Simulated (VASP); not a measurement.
# Bi2Se3 (R-3m) in VASP: a series of runs

The runs below take Bi2Se3 through single point, with PBE.

Program: VASP 6.6.1. These are calculated values, not measurements. Logs are shortened: lines on timing, memory, paths and dates and some standing lists are left out, and cuts for length are marked.

## Step 1: The cell of the first run

It takes space group R-3m (No. 166, trigonal). Conventional cell: a = 4.058 Å, b = 4.058 Å, c = 28.051 Å, α = 90.00°, β = 90.00°, γ = 120.00°. Within 3.7 Å of Bi (site symmetry 3m) lie 6 Se at 2.79 to 3.01 Å. Se (site symmetry -3m) has 6 Bi at 3.01 Å and 12 Se at 4.06 to 4.14 Å within 4.2 Å. Within 3.7 Å of Se (site symmetry 3m) lie 3 Bi at 2.79 Å and 3 Se at 3.45 Å.

## Step 2: Single point, PBE (26.68 Å³/atom)

INCAR reads:

```
SYSTEM = Bi2Se3
PREC = Accurate
ENCUT = 520
EDIFF = 1E-7
ISMEAR = -1
SIGMA = 0.03
LREAL = .False.
LASPH = .True.
NELM = 60
ALGO = Normal
ISIF = 2
LWAVE = .False.
LCHARG = .True.
GGA = PE
LELF = .True.
LVHAR = .True.
NBANDS = 32
```

KPOINTS reads:

```
regular mesh
0
Gamma
  6 6 6
  0 0 0
```

POSCAR reads:

```
Bi2Se3
1.0
    2.0292119354      1.1715660571      9.3504726711
   -2.0292119354      1.1715660571      9.3504726711
    0.0000000000     -2.3431321143      9.3504726711
Bi Se
2 3
Direct
    0.4008000000      0.4008000000      0.4008000000
    0.5992000000      0.5992000000      0.5992000000
    0.0000000000      0.0000000000      0.0000000000
    0.2117000000      0.2117000000      0.2117000000
    0.7883000000      0.7883000000      0.7883000000
```

Potentials or basis: VASP PAW PBE potentials, release 64 (Bi_d, Se).

Started as:

```sh
> cat potpaw_PBE.64/Bi_d/POTCAR potpaw_PBE.64/Se/POTCAR > POTCAR
> mpirun -np 1 vasp_std > vasp.out
```

OUTCAR:

```text
SYSTEM = Bi2Se3
   PREC = Accurate
   ENCUT = 520
   EDIFF = 1E-7
   ISMEAR = -1
   LREAL = .False.
   LASPH = .True.
   NELM = 60
   ISIF = 2
   GGA = PE

 ion  position               nearest neighbor table
   1  0.401  0.401  0.401-   5 2.79   5 2.79   5 2.79   3 3.01   3 3.01   3 3.01
   2  0.599  0.599  0.599-   4 2.79   4 2.79   4 2.79   3 3.01   3 3.01   3 3.01
   3  0.000  0.000  0.000-   2 3.01   1 3.01   2 3.01   2 3.01   1 3.01   1 3.01
   4  0.212  0.212  0.212-   2 2.79   2 2.79   2 2.79
   5  0.788  0.788  0.788-   1 2.79   1 2.79   1 2.79

  LATTYP: Found a trigonal (rhomboedric) cell.
 ALAT       =     9.6395854308
 COS(alpha) =     0.9113725817

  Lattice vectors:

 A1 = (   2.0292119354,   1.1715660571,   9.3504726711)
 A2 = (  -2.0292119354,   1.1715660571,   9.3504726711)
 A3 = (   0.0000000000,  -2.3431321143,   9.3504726711)

Analysis of symmetry for initial positions (statically):
=====================================================================
 Subroutine PRICEL returns:
 Original cell was already a primitive cell.

 Routine SETGRP: Setting up the symmetry group for a
 trigonal (rhombohedral) supercell.

 Subroutine GETGRP returns: Found 12 space group operations
 (whereof 12 operations were pure point group operations)
 out of a pool of 12 trial point group operations.

The static configuration has the point symmetry D_3d.

Analysis of symmetry for dynamics (positions and initial velocities):
=====================================================================
 Subroutine PRICEL returns:
 Original cell was already a primitive cell.

 Routine SETGRP: Setting up the symmetry group for a
 trigonal (rhombohedral) supercell.

 Subroutine GETGRP returns: Found 12 space group operations
 (whereof 12 operations were pure point group operations)
 out of a pool of 12 trial point group operations.

The dynamic configuration has the point symmetry D_3d.

 Subroutine INISYM returns: Found 12 space group operations
 (whereof 12 operations are pure point group operations),
 and found     1 'primitive' translations

----------------------------------------------------------------------------------------

                                     Primitive cell

  volume of cell :     133.3764

  direct lattice vectors                    reciprocal lattice vectors
     2.029211935  1.171566057  9.350472671     0.246401074  0.142259726  0.035648822
    -2.029211935  1.171566057  9.350472671    -0.246401074  0.142259726  0.035648822
     0.000000000 -2.343132114  9.350472671     0.000000000 -0.284519453  0.035648822

  length of vectors
     9.639585431  9.639585431  9.639585431     0.286744063  0.286744063  0.286744063

  position of ions in fractional coordinates (direct lattice)
     0.400800000  0.400800000  0.400800000
     0.599200000  0.599200000  0.599200000
     0.000000000  0.000000000  0.000000000
     0.211700000  0.211700000  0.211700000
     0.788300000  0.788300000  0.788300000

  ion indices of the primitive-cell ions
   primitive index   ion index
                 1           1
                 2           2
                 3           3
                 4           4
                 5           5

----------------------------------------------------------------------------------------

 KPOINTS: regular mesh

Automatic generation of k-mesh.
 Grid dimensions read from file:
 generate k-points for:    6    6    6

 Generating k-lattice:

  Cartesian coordinates                     Fractional coordinates (reciprocal lattice)
     0.041066846  0.023709954  0.005941470     0.166666667  0.000000000  0.000000000
    -0.041066846  0.023709954  0.005941470     0.000000000  0.166666667  0.000000000
     0.000000000 -0.047419909  0.005941470     0.000000000  0.000000000  0.166666667

  Length of vectors
     0.047790677  0.047790677  0.047790677

  Shift w.r.t. Gamma in fractional coordinates (k-lattice)
     0.000000000  0.000000000  0.000000000

 Subroutine IBZKPT returns following result:
 ===========================================

 Found     32 irreducible k-points:

 Following reciprocal coordinates:
            Coordinates               Weight
  0.000000  0.000000  0.000000      1.000000
  0.166667 -0.000000 -0.000000      6.000000
  0.333333  0.000000 -0.000000      6.000000
  0.500000  0.000000 -0.000000      3.000000
  0.166667  0.166667 -0.000000      6.000000
  0.333333  0.166667 -0.000000     12.000000
[... 16 lines left out ...]
  0.500000  0.500000  0.166667      6.000000
 -0.333333  0.500000  0.166667     12.000000
 [... further k-points ...]
   k-points           NKPTS =     32   k-points in BZ     NKDIM =     32   number of bands    NBANDS=     32
   number of dos      NEDOS =    301   number of ions     NIONS =      5
   total plane-waves  NPLWV = 373248
   dimension x,y,z NGX =    72 NGY =   72 NGZ =   72
   dimension x,y,z NGXF=   144 NGYF=  144 NGZF=  144
   ions per type =               2   3
   NGX,Y,Z   is equivalent  to a cutoff of  12.42, 12.42, 12.42 a.u.
   NGXF,Y,Z  is equivalent  to a cutoff of  24.83, 24.83, 24.83 a.u.
 SYSTEM =  Bi2Se3
   PREC   = accura    normal or accurate (medium, high low for compatibility)
   ISTART =      0    job   : 0-new  1-cont  2-samecut
   ICHARG =      2    charge: 1-file 2-atom 10-const
   ISPIN  =      1    spin polarized calculation?
   LNONCOLLINEAR =      F non collinear calculations
   LSORBIT =      F    spin-orbit coupling
   LASPH  =      T    aspherical Exc in radial PAW
   ENCUT  =  520.0 eV  38.22 Ry    6.18 a.u.  17.92 17.92 17.92*2*pi/ulx,y,z
   NELM   =     60;   NELMIN=  2; NELMDL= -5     # of ELM steps
   EDIFF  = 0.1E-06   stopping-criterion for ELM
   LREAL  =      F    real-space projection
   EDIFFG = 0.1E-05   stopping-criterion for IOM
   NSW    =      0    number of steps for IOM
   IBRION =     -1    ionic relax: 0-MD 1-quasi-New 2-CG
   NFREE  =      0    steps in history (QN), initial steepest desc. (CG)
   ISIF   =      2    stress and relaxation
   ISYM   =      2    0-nonsym 1-usesym 2-fastsym
   POTIM  = 0.5000    time-step for ionic-motion
   TEBEG  =    0.0;   TEEND  =   0.0 temperature during run
   PSTRESS=    0.0 pullay stress
   NELECT =      48.0000    total number of electrons
   NUPDOWN=      -1.0000    fix difference up-down
   EMIN   =  10.00;   EMAX   =-10.00  energy-range for DOS
   EFERMI =   0.00;   METHOD = LEGACY
   ISMEAR =    -1;   SIGMA  =   0.03  broadening in eV -4-tet -1-fermi 0-gaus
   EFERMI_NEDOS =   21; number of points for ismear=-14 and -15
   IALGO  =     38    algorithm
   IMIX   =      4    mixing-type and parameters
     AMIX     =   0.40;   BMIX     =  1.00
     AMIX_MAG =   1.60;   BMIX_MAG =  1.00
  volume/ion in A,a.u.               =      26.68       180.01
  Fermi-wavevector in a.u.,A,eV,Ry     =   1.164472  2.200532 18.449421  1.355994
  Thomas-Fermi vector in A             =   2.301009
   LORBIT       =      0    0 simple, 1 ext, 2 COOP (PROOUT), +10 PAW based schemes
   GGA     = PE    functional components
   LHFCALC =     F    Hartree Fock is set to
   AEXX    =    0.0000 exact exchange contribution
   IVDW    =     0    specifies the selected vdW correction
   LEPSILON=     F    determine dielectric tensor
   LRPA    =     F    only Hartree local field effects (RPA)
 non-spin polarized calculation
  energy-cutoff  :      520.00
  volume of cell :      133.38
 maximum number of plane-waves:      3621
   NGX = 35   NGY = 35   NGZ = 35

 number of electron      47.9999996 magnetization

 Free energy of the ion-electron system (eV)
  ---------------------------------------------------
  ext. energy  EPLUGINS =         0.00000000
  ---------------------------------------------------
  free energy    TOTEN  =       -19.89830561 eV

  energy without entropy =      -19.89817758  energy(sigma->0) =      -19.89824160

 E-fermi :   5.8465     XC(G=0):  -9.7823

 val. band max:        5.7638307775   @ k =   0.0000   0.0000   0.0000
 cond. band min:       5.9293494495   @ k =   0.0000   0.0000   0.0000
 fundamental gap:      0.1655186720
 Fermi energy:         5.8465282149

 k-point     1 :       0.0000    0.0000    0.0000
  band No.  band energies     occupation
      1     -17.4799      2.00000
      2     -17.4799      2.00000
      3     -17.4772      2.00000
      4     -17.4772      2.00000
      5     -17.4643      2.00000
      6     -17.4610      2.00000
[... 24 lines left out ...]
     31      11.4442      0.00000
     32      12.6431      0.00000

 k-point     2 :       0.1667   -0.0000   -0.0000
  band No.  band energies     occupation
      1     -17.4861      2.00000
      2     -17.4823      2.00000
      3     -17.4726      2.00000
      4     -17.4700      2.00000
      5     -17.4600      2.00000
      6     -17.4567      2.00000
[... 24 lines left out ...]
     31      10.6763      0.00000
     32      11.6244      0.00000

 k-point     3 :       0.3333    0.0000   -0.0000
  band No.  band energies     occupation
      1     -17.5010      2.00000
      2     -17.4946      2.00000
      3     -17.4654      2.00000
      4     -17.4647      2.00000
      5     -17.4605      2.00000
      6     -17.4595      2.00000
[... 24 lines left out ...]
     31      10.4511      0.00000
     32      12.2019      0.00000

 k-point     4 :       0.5000    0.0000   -0.0000
  band No.  band energies     occupation
      1     -17.5091      2.00000
      2     -17.5013      2.00000
      3     -17.4688      2.00000
      4     -17.4646      2.00000
      5     -17.4626      2.00000
      6     -17.4586      2.00000
[... 654 lines left out ...]
     31      10.3295      0.00000
     32      12.5917      0.00000

 k-point    23 :       0.5000    0.5000    0.1667
  band No.  band energies     occupation
      1     -17.5008      2.00000
      2     -17.4947      2.00000
      3     -17.4654      2.00000
      4     -17.4648      2.00000
      5     -17.4605      2.00000
      6     -17.4596      2.00000
[... 24 lines left out ...]
     31      10.3616      0.00000
     32      11.9338      0.00000

 k-point    24 :      -0.3333    0.5000    0.1667
  band No.  band energies     occupation
      1     -17.4998      2.00000
      2     -17.4942      2.00000
      3     -17.4707      2.00000
      4     -17.4638      2.00000
      5     -17.4625      2.00000
      6     -17.4581      2.00000
[... 24 lines left out ...]
     31      10.9852      0.00000
     32      12.1803      0.00000

 [... further k-points ...]

------------------------ aborting loop because EDIFF is reached ----------------------------------------

  FORCE on cell =-STRESS in cart. coord.  units (eV):
  Direction    XX          YY          ZZ          XY          YZ          ZX
  --------------------------------------------------------------------------------------
  -------------------------------------------------------------------------------------
  Total        6.1244473      6.1244473      6.0956516      0.0000000     -0.0000000      0.0000000
  in kB       73.5696149     73.5696149     73.2237069      0.0000000     -0.0000000      0.0000000
  external PRESSURE =      73.4543123 kB  Pullay stress =       0.0000000 kB

 VOLUME and BASIS-vectors are now :
 -----------------------------------------------------------------------------
  energy-cutoff  :      520.00
  volume of cell :      133.38
      direct lattice vectors                 reciprocal lattice vectors
     2.029211935  1.171566057  9.350472671     0.246401074  0.142259726  0.035648822
    -2.029211935  1.171566057  9.350472671    -0.246401074  0.142259726  0.035648822
     0.000000000 -2.343132114  9.350472671     0.000000000 -0.284519453  0.035648822

 POSITION                                       TOTAL-FORCE (eV/Angst)
 -----------------------------------------------------------------------------------
      0.00000     -0.00000     11.24301         0.000000      0.000000     -0.398207
      0.00000     -0.00000     16.80841         0.000000     -0.000000      0.398207
      0.00000      0.00000      0.00000         0.000000     -0.000000     -0.000000
      0.00000     -0.00000      5.93849         0.000000      0.000000     -0.718281
      0.00000     -0.00000     22.11293         0.000000     -0.000000      0.718281
 -----------------------------------------------------------------------------------
    total drift:                                0.000000      0.000000      0.000000

  FREE ENERGIE OF THE ION-ELECTRON SYSTEM (eV)
  ---------------------------------------------------
  free  energy   TOTEN  =       -19.8983056125 eV

  energy  without entropy=      -19.8981775829  energy(sigma->0) =      -19.89824160
```

Run time: 6.2 min. Hardware: 1 thread of Intel Xeon 6975P-C (Granite Rapids), shared host; peak memory 0.75 GiB.

What came out:

```yaml
Free_energy: -19.8983 eV
Pressure: 7.3 GPa
Largest_force: 0.718 eV/Å
Band_gap_on_the_k_mesh: 0.17 eV
```

Forces in eV/Å, atoms in the order of the input:
```
Bi   0.000  0.000 -0.398
Bi   0.000  0.000  0.398
Se   0.000  0.000  0.000
Se   0.000  0.000 -0.718
Se   0.000  0.000  0.718
```

Levels at points of the mesh, in eV from the valence-band top:
```tsv
k point	band 20	band 21	band 22	band 23	band 24	band 25	band 26	band 27	band 28	band 29
(0.00, 0.00, 0.00)	-2.10	-2.10	-1.41	-1.41	0.00	0.17	1.32	1.32	2.10	2.77
(0.50, 0.00, 0.00)	-3.35	-3.29	-2.42	-1.44	-0.61	0.77	1.88	2.90	3.27	3.83
(0.50, 0.50, 0.00)	-2.87	-2.11	-2.06	-1.89	-1.11	1.26	1.89	2.64	3.08	3.62
(0.50, 0.50, 0.50)	-1.84	-1.60	-1.60	-1.60	-0.47	0.55	1.67	1.67	2.11	2.39
```

Caveat: the cell stands under pressure; spin-orbit coupling is left out, which moves the levels of the heavy elements. A k mesh can miss the band edges.

## Step 3: Single point, PBE (27.81 Å³/atom)

This run uses another cell than the first one, of 27.81 Å³/atom.

INCAR reads:

```
SYSTEM = Bi2Se3
ALGO = Normal
EDIFF = 1E-6
ENCUT = 520
GGA = PE
ISIF = 2
ISMEAR = -1
LASPH = .TRUE.
LCHARG = .TRUE.
LELF = .TRUE.
LREAL = .FALSE.
LVHAR = .TRUE.
LWAVE = .FALSE.
NBANDS = 32
NELM = 100
PREC = Accurate
SIGMA = 0.03
```

KPOINTS reads:

```
k-points
0
G
  6 6 6
  0 0 0
```

Edit POSCAR of step 2 so:

```diff
@@ -2,5 +2,5 @@
 1.0
-    2.0292119354      1.1715660571      9.3504726711
-   -2.0292119354      1.1715660571      9.3504726711
-    0.0000000000     -2.3431321143      9.3504726711
+    2.0575961980      1.1879537188      9.4812654522
+   -2.0575961980      1.1879537188      9.4812654522
+    0.0000000000     -2.3759074377      9.4812654522
 Bi Se
```

Potentials or basis: VASP PAW PBE potentials, release 64 (Bi_d, Se).

Started as:

```sh
> cat potpaw_PBE.64/Bi_d/POTCAR potpaw_PBE.64/Se/POTCAR > POTCAR
> mpirun -np 1 vasp_std > vasp.out
```

Wall time 7.9 min (1 thread of Intel Xeon 6975P-C (Granite Rapids), shared host); peak memory 0.95 GiB.

The run converged. Its results:

| Property | Result |
| --- | --- |
| Free energy | -20.0980 eV |
| Pressure | 4.0 GPa |
| Largest force | 0.352 eV/Å |
| Band gap on the k mesh | 0.20 eV |

Forces in eV/Å, atoms in the order of the input:
```
Bi   0.000  0.000 -0.256
Bi   0.000  0.000  0.256
Se   0.000  0.000  0.000
Se   0.000  0.000 -0.352
Se   0.000  0.000  0.352
```

Levels at points of the mesh, in eV from the valence-band top:
```
           k point  band 22  band 23  band 24  band 25  band 26  band 27
(0.00, 0.00, 0.00)    -1.27    -1.27     0.00     0.20     1.38     1.38
(0.50, 0.00, 0.00)    -2.24    -1.30    -0.57     0.82     1.92     2.95
(0.50, 0.50, 0.00)    -1.95    -1.72    -1.04     1.32     1.94     2.61
(0.50, 0.50, 0.50)    -1.45    -1.45    -0.45     0.60     1.69     1.69
```

Caveat: the cell stands under pressure; spin-orbit coupling is left out, which moves the levels of the heavy elements. A k mesh can miss the band edges.

(Part 1 of 2 ends here.)
